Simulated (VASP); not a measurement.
# Ti (P6/mmm) in VASP: single point with PBEsol

Aim: the single point of Ti with PBEsol.

Everything below comes from runs of VASP 6.6.1. Logs are shortened: lines on timing, memory, paths and dates and some standing lists are left out, and cuts for length are marked.

### 1 The cell of the first run

The structure is hexagonal, space group P6/mmm (No. 191). Conventional cell: a = 4.137 Å, b = 4.137 Å, c = 3.334 Å, α = 90.00°, β = 90.00°, γ = 120.00°. Within 3.8 Å of Ti (site symmetry 6/mmm) lie 14 Ti at 2.91 to 3.33 Å. Ti (site symmetry -6m2) has 9 Ti at 2.39 to 2.91 Å within 3.2 Å.

### 2 Single point, PBEsol

File INCAR:

```
ALGO = Fast ; EDIFF = 1E-6
ENCUT = 520 ; GGA = PS
ISIF = 2 ; ISMEAR = 0
LASPH = True ; LCHARG = False
LREAL = False ; LWAVE = False
NBANDS = 25 ; NELM = 80
PREC = Accurate ; SIGMA = 0.15
```

File KPOINTS:

```
k-points
0
Gamma
  12 12 18
```

File POSCAR:

```
Ti
1.0
    4.1371811392      0.0000000000      0.0000000000
   -2.0685905696      3.5829039666      0.0000000000
    0.0000000000      0.0000000000      3.3337506593
Ti
3
Direct
    0.0000000000      0.0000000000      0.0000000000
    0.3333333333      0.6666666667      0.5000000000
    0.6666666667      0.3333333333      0.5000000000
```

Potentials or basis: VASP PAW PBE potentials, release 64 (Ti_sv).

Run with:

```console
cat potpaw_PBE.64/Ti_sv/POTCAR > POTCAR
mpirun -np 1 vasp_std > vasp.out
```

OUTCAR:

```text
EDIFF = 1E-6
   ENCUT = 520
   GGA = PS
   ISIF = 2
   ISMEAR = 0
   LASPH = True
   LREAL = False
   NELM = 80
   PREC = Accurate

 ion  position               nearest neighbor table
   1  0.000  0.000  0.000-   2 2.91   3 2.91   2 2.91   3 2.91   2 2.91   2 2.91   3 2.91   3 2.91
                             3 2.91   3 2.91   2 2.91   2 2.91
   2  0.333  0.667  0.500-   3 2.39   3 2.39   3 2.39   1 2.91   1 2.91   1 2.91   1 2.91   1 2.91
                             1 2.91
   3  0.667  0.333  0.500-   2 2.39   2 2.39   2 2.39   1 2.91   1 2.91   1 2.91   1 2.91   1 2.91
                             1 2.91

  LATTYP: Found a hexagonal cell.
 ALAT       =     4.1371811392
 C/A-ratio  =     0.8058024406

  Lattice vectors:

 A1 = (   4.1371811392,   0.0000000000,   0.0000000000)
 A2 = (  -2.0685905696,   3.5829039666,   0.0000000000)
 A3 = (   0.0000000000,   0.0000000000,   3.3337506593)

Analysis of symmetry for initial positions (statically):
=====================================================================
 Subroutine PRICEL returns:
 Original cell was already a primitive cell.

 Routine SETGRP: Setting up the symmetry group for a
 hexagonal supercell.

 Subroutine GETGRP returns: Found 24 space group operations
 (whereof 24 operations were pure point group operations)
 out of a pool of 24 trial point group operations.

The static configuration has the point symmetry D_6h.

Analysis of symmetry for dynamics (positions and initial velocities):
=====================================================================
 Subroutine PRICEL returns:
 Original cell was already a primitive cell.

 Routine SETGRP: Setting up the symmetry group for a
 hexagonal supercell.

 Subroutine GETGRP returns: Found 24 space group operations
 (whereof 24 operations were pure point group operations)
 out of a pool of 24 trial point group operations.

The dynamic configuration has the point symmetry D_6h.

 Subroutine INISYM returns: Found 24 space group operations
 (whereof 24 operations are pure point group operations),
 and found     1 'primitive' translations

----------------------------------------------------------------------------------------

                                     Primitive cell

  volume of cell :      49.4166

  direct lattice vectors                    reciprocal lattice vectors
     4.137181139  0.000000000  0.000000000     0.241710471  0.139551605  0.000000000
    -2.068590570  3.582903967  0.000000000     0.000000000  0.279103211  0.000000000
     0.000000000  0.000000000  3.333750659     0.000000000  0.000000000  0.299962445

  length of vectors
     4.137181139  4.137181139  3.333750659     0.279103211  0.279103211  0.299962445

  position of ions in fractional coordinates (direct lattice)
     0.000000000  0.000000000  0.000000000
     0.333333333  0.666666667  0.500000000
     0.666666667  0.333333333  0.500000000

  ion indices of the primitive-cell ions
   primitive index   ion index
                 1           1
                 2           2
                 3           3

----------------------------------------------------------------------------------------

 KPOINTS: k-points

Automatic generation of k-mesh.
 Grid dimensions read from file:
 generate k-points for:   12   12   18

 Generating k-lattice:

  Cartesian coordinates                     Fractional coordinates (reciprocal lattice)
     0.020142539  0.011629300  0.000000000     0.083333333  0.000000000  0.000000000
     0.000000000  0.023258601  0.000000000     0.000000000  0.083333333  0.000000000
     0.000000000  0.000000000  0.016664580     0.000000000  0.000000000  0.055555556

  Length of vectors
     0.023258601  0.023258601  0.016664580

  Shift w.r.t. Gamma in fractional coordinates (k-lattice)
     0.000000000  0.000000000  0.000000000

 Subroutine IBZKPT returns following result:
 ===========================================

 Found    190 irreducible k-points:

 Following reciprocal coordinates:
            Coordinates               Weight
  0.000000  0.000000  0.000000      1.000000
  0.083333  0.000000  0.000000      6.000000
  0.166667  0.000000  0.000000      6.000000
  0.250000  0.000000  0.000000      6.000000
  0.333333  0.000000  0.000000      6.000000
  0.416667 -0.000000  0.000000      6.000000
[... 16 lines left out ...]
  0.250000  0.000000  0.055556     12.000000
  0.333333  0.000000  0.055556     12.000000
 [... further k-points ...]
   k-points           NKPTS =    190   k-points in BZ     NKDIM =    190   number of bands    NBANDS=     25
   number of dos      NEDOS =    301   number of ions     NIONS =      3
   total plane-waves  NPLWV =  28672
   dimension x,y,z NGX =    32 NGY =   32 NGZ =   28
   dimension x,y,z NGXF=    64 NGYF=   64 NGZF=   56
   ions per type =               3
   NGX,Y,Z   is equivalent  to a cutoff of  12.86, 12.86, 13.96 a.u.
   NGXF,Y,Z  is equivalent  to a cutoff of  25.72, 25.72, 27.93 a.u.
 SYSTEM =  unknown system
   PREC   = accura    normal or accurate (medium, high low for compatibility)
   ISTART =      0    job   : 0-new  1-cont  2-samecut
   ICHARG =      2    charge: 1-file 2-atom 10-const
   ISPIN  =      1    spin polarized calculation?
   LNONCOLLINEAR =      F non collinear calculations
   LSORBIT =      F    spin-orbit coupling
   LASPH  =      T    aspherical Exc in radial PAW
   ENCUT  =  520.0 eV  38.22 Ry    6.18 a.u.   7.69  7.69  6.20*2*pi/ulx,y,z
   NELM   =     80;   NELMIN=  2; NELMDL= -5     # of ELM steps
   EDIFF  = 0.1E-05   stopping-criterion for ELM
   LREAL  =      F    real-space projection
   EDIFFG = 0.1E-04   stopping-criterion for IOM
   NSW    =      0    number of steps for IOM
   IBRION =     -1    ionic relax: 0-MD 1-quasi-New 2-CG
   NFREE  =      0    steps in history (QN), initial steepest desc. (CG)
   ISIF   =      2    stress and relaxation
   ISYM   =      2    0-nonsym 1-usesym 2-fastsym
   POTIM  = 0.5000    time-step for ionic-motion
   TEBEG  =    0.0;   TEEND  =   0.0 temperature during run
   PSTRESS=    0.0 pullay stress
   NELECT =      36.0000    total number of electrons
   NUPDOWN=      -1.0000    fix difference up-down
   EMIN   =  10.00;   EMAX   =-10.00  energy-range for DOS
   EFERMI =   0.00;   METHOD = LEGACY
   ISMEAR =     0;   SIGMA  =   0.15  broadening in eV -4-tet -1-fermi 0-gaus
   EFERMI_NEDOS =   21; number of points for ismear=-14 and -15
   IALGO  =     68    algorithm
   IMIX   =      4    mixing-type and parameters
     AMIX     =   0.40;   BMIX     =  1.00
     AMIX_MAG =   1.60;   BMIX_MAG =  1.00
  volume/ion in A,a.u.               =      16.47       111.16
  Fermi-wavevector in a.u.,A,eV,Ry     =   1.473052  2.783665 29.523037  2.169882
  Thomas-Fermi vector in A             =   2.587992
   LORBIT       =      0    0 simple, 1 ext, 2 COOP (PROOUT), +10 PAW based schemes
   GGA     = PS    functional components
   LHFCALC =     F    Hartree Fock is set to
   AEXX    =    0.0000 exact exchange contribution
   IVDW    =     0    specifies the selected vdW correction
   LEPSILON=     F    determine dielectric tensor
   LRPA    =     F    only Hartree local field effects (RPA)
 non-spin polarized calculation
 RMM-DIIS sequential band-by-band and
 Gauss-broadening in eV      SIGMA  =   0.15
  energy-cutoff  :      520.00
  volume of cell :       49.42
 maximum number of plane-waves:      1351
 NGX is ok and might be reduce to    32
   NGX = 15   NGY = 15   NGZ = 13

 number of electron      36.0000002 magnetization

 Free energy of the ion-electron system (eV)
  ---------------------------------------------------
  ext. energy  EPLUGINS =         0.00000000
  ---------------------------------------------------
  free energy    TOTEN  =       -24.17822458 eV

  energy without entropy =      -24.13734110  energy(sigma->0) =      -24.15778284

 E-fermi :   8.5402     XC(G=0): -11.8334

 val. band max:        8.5364615944   @ k =   0.3333   0.1667   0.1667
 cond. band min:       8.5487292210   @ k =   0.4167   0.1667   0.3889
 fundamental gap:      0.0122676265
 Fermi energy:         8.5401696046

 k-point     1 :       0.0000    0.0000    0.0000
  band No.  band energies     occupation
      1     -48.0032      2.00000
      2     -47.6657      2.00000
      3     -47.1844      2.00000
      4     -24.5179      2.00000
      5     -24.5179      2.00000
      6     -24.4204      2.00000
[... 17 lines left out ...]
     24      10.2315      0.00000
     25      10.2315      0.00000

 k-point     2 :       0.0833    0.0000    0.0000
  band No.  band energies     occupation
      1     -48.0014      2.00000
      2     -47.6601      2.00000
      3     -47.1923      2.00000
      4     -24.5587      2.00000
      5     -24.5394      2.00000
      6     -24.3848      2.00000
[... 17 lines left out ...]
     24      10.2152      0.00000
     25      10.5428      0.00000

 k-point     3 :       0.1667    0.0000    0.0000
  band No.  band energies     occupation
      1     -47.9967      2.00000
      2     -47.6434      2.00000
      3     -47.2152      2.00000
      4     -24.6255      2.00000
      5     -24.5572      2.00000
      6     -24.3321      2.00000
[... 17 lines left out ...]
     24      10.3889      0.00000
     25      10.7796      0.00000

 k-point     4 :       0.2500    0.0000    0.0000
  band No.  band energies     occupation
      1     -47.9908      2.00000
      2     -47.6159      2.00000
      3     -47.2508      2.00000
      4     -24.6886      2.00000
      5     -24.5460      2.00000
      6     -24.2882      2.00000
[... 17 lines left out ...]
     24      10.7574      0.00000
     25      11.1918      0.00000

 k-point     5 :       0.3333    0.0000    0.0000
  band No.  band energies     occupation
      1     -47.9854      2.00000
      2     -47.5801      2.00000
      3     -47.2941      2.00000
      4     -24.7391      2.00000
      5     -24.5050      2.00000
      6     -24.2568      2.00000
[... 17 lines left out ...]
     24      10.6073      0.00000
     25      11.1671      0.00000

 k-point     6 :       0.4167   -0.0000    0.0000
  band No.  band energies     occupation
      1     -47.9818      2.00000
      2     -47.5436      2.00000
      3     -47.3357      2.00000
      4     -24.7715      2.00000
      5     -24.4471      2.00000
      6     -24.2382      2.00000
[... 17 lines left out ...]
     24      11.1268      0.00000
     25      11.5256      0.00000
[... 393 lines left out ...]
 k-point    21 :       0.0833    0.0000    0.0556
  band No.  band energies     occupation
      1     -48.0005      2.00000
      2     -47.6605      2.00000
      3     -47.1921      2.00000
      4     -24.5573      2.00000
      5     -24.5381      2.00000
      6     -24.3844      2.00000
[... 17 lines left out ...]
     24      10.2635      0.00000
     25      10.5990      0.00000

 k-point    22 :       0.1667    0.0000    0.0556
  band No.  band energies     occupation
      1     -47.9960      2.00000
      2     -47.6436      2.00000
      3     -47.2150      2.00000
      4     -24.6232      2.00000
      5     -24.5556      2.00000
      6     -24.3329      2.00000
[... 17 lines left out ...]
     24      10.4178      0.00000
     25      10.8226      0.00000

 k-point    23 :       0.2500    0.0000    0.0556
  band No.  band energies     occupation
      1     -47.9902      2.00000
      2     -47.6160      2.00000
      3     -47.2506      2.00000
      4     -24.6858      2.00000
      5     -24.5450      2.00000
      6     -24.2899      2.00000
[... 17 lines left out ...]
     24      10.8945      0.00000
     25      11.0083      0.00000

 k-point    24 :       0.3333    0.0000    0.0556
  band No.  band energies     occupation
      1     -47.9850      2.00000
      2     -47.5801      2.00000
      3     -47.2938      2.00000
      4     -24.7358      2.00000
      5     -24.5055      2.00000
      6     -24.2593      2.00000
[... 17 lines left out ...]
     24      10.7076      0.00000
     25      11.4272      0.00000

 [... further k-points ...]
[... 5 lines left out ...]
  --------------------------------------------------------------------------------------
  -------------------------------------------------------------------------------------
  Total        2.6188581      2.6188581     -4.9116294      0.0000000      0.0000000      0.0000000
  in kB       84.9082181     84.9082181   -159.2441020      0.0000000      0.0000000      0.0000000
  external PRESSURE =       3.5241114 kB  Pullay stress =       0.0000000 kB

 VOLUME and BASIS-vectors are now :
 -----------------------------------------------------------------------------
  energy-cutoff  :      520.00
  volume of cell :       49.42
      direct lattice vectors                 reciprocal lattice vectors
     4.137181139  0.000000000  0.000000000     0.241710471  0.139551605  0.000000000
    -2.068590570  3.582903967  0.000000000     0.000000000  0.279103211  0.000000000
     0.000000000  0.000000000  3.333750659     0.000000000  0.000000000  0.299962445

 POSITION                                       TOTAL-FORCE (eV/Angst)
 -----------------------------------------------------------------------------------
      0.00000      0.00000      0.00000         0.000000      0.000000      0.000000
     -0.00000      2.38860      1.66688         0.000000     -0.000000      0.000000
      2.06859      1.19430      1.66688        -0.000000      0.000000      0.000000
 -----------------------------------------------------------------------------------
    total drift:                               -0.000000      0.000000      0.000000

  FREE ENERGIE OF THE ION-ELECTRON SYSTEM (eV)
  ---------------------------------------------------
  free  energy   TOTEN  =       -24.1782245836 eV

  energy  without entropy=      -24.1373411044  energy(sigma->0) =      -24.15778284
```

Run time: 38 min. Hardware: 1 thread of AMD EPYC 7R13, shared host; peak memory 0.28 GiB.

What came out:

```
Free energy            : -24.1782 eV
Pressure               : 0.4 GPa
Band gap on the k mesh : zero (band 18 reaches 8.73 eV, above the bottom of band 19 at 8.41 eV)
```

Caveat: the PAW data sets were made with another functional, which shifts forces and pressure a little.
